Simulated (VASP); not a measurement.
A run of VASP 6.6.1 is set up as follows.

The input INCAR:

```
SYSTEM = Zn6HS6
  ALGO = Normal
  EDIFF = 1E-6
  ENCUT = 520
  GGA = PE
  ISIF = 2
  ISMEAR = 0
  LASPH = .True.
  LCHARG = .False.
  LREAL = .False.
  LWAVE = .False.
  NBANDS = 66
  NELECT = 110.0
  NELM = 60
  PREC = Accurate
  SIGMA = 0.02
```

Contents of KPOINTS:

```
k-points
0
Gamma
  2 2 2
  0 0 0
```

The input POSCAR:

```
Zn6HS6
1.0
    0.0000000000      0.0000000000      6.3046430411
   -5.7661004008     -3.3290596185      0.0000000000
    5.7661004007     -3.3290596186      0.0000000000
Zn S H
6 6 1
Direct
    0.0022061519      0.3345896206      1.0000013778
    0.0022120206      1.0000017575      0.3345787275
    0.0022166203      0.6654273485      0.6654214520
    0.5011820621      0.2755988771      0.2756018253
    0.5011741314      0.9999983166      0.7243796333
    0.5011657249      0.7243609929     -0.0000056865
    0.3673134204      0.3700937434      1.0000024768
    0.3673189719      0.9999877795      0.3700832083
    0.3673232544      0.6299098047      0.6299051222
    0.8738342463      0.3331146195      0.3331104573
    0.8738299637      1.0000063474      0.6668923074
    0.8738240950      0.6668983148     -0.0000012764
    0.5784520989      0.0000109674      0.0000019492
```

Potentials or basis: VASP PAW PBE potentials, release 64 (Zn, S, H).

Command:

```sh
$ cat potpaw_PBE.64/Zn/POTCAR potpaw_PBE.64/S/POTCAR potpaw_PBE.64/H/POTCAR > POTCAR
$ mpirun -np 1 vasp_std > vasp.out
```

Task: Predict the largest force.

Result: 0.015 eV/Å.

Forces in eV/Å, atoms in the order of the input:
```
Zn   0.003  0.002  0.001
Zn  -0.003  0.002  0.001
Zn   0.000 -0.004  0.001
Zn   0.000  0.002 -0.005
Zn   0.001 -0.001 -0.005
Zn  -0.002 -0.001 -0.005
S   -0.012 -0.007  0.003
S    0.012 -0.007  0.003
S    0.000  0.014  0.003
S    0.000 -0.003 -0.003
S   -0.003  0.002 -0.003
S    0.003  0.002 -0.003
H    0.000  0.000  0.011
```

Caveat: the k points lie up to 0.54 Å⁻¹ apart; the cell carries a net charge on a neutralising background, which shifts energy and pressure.
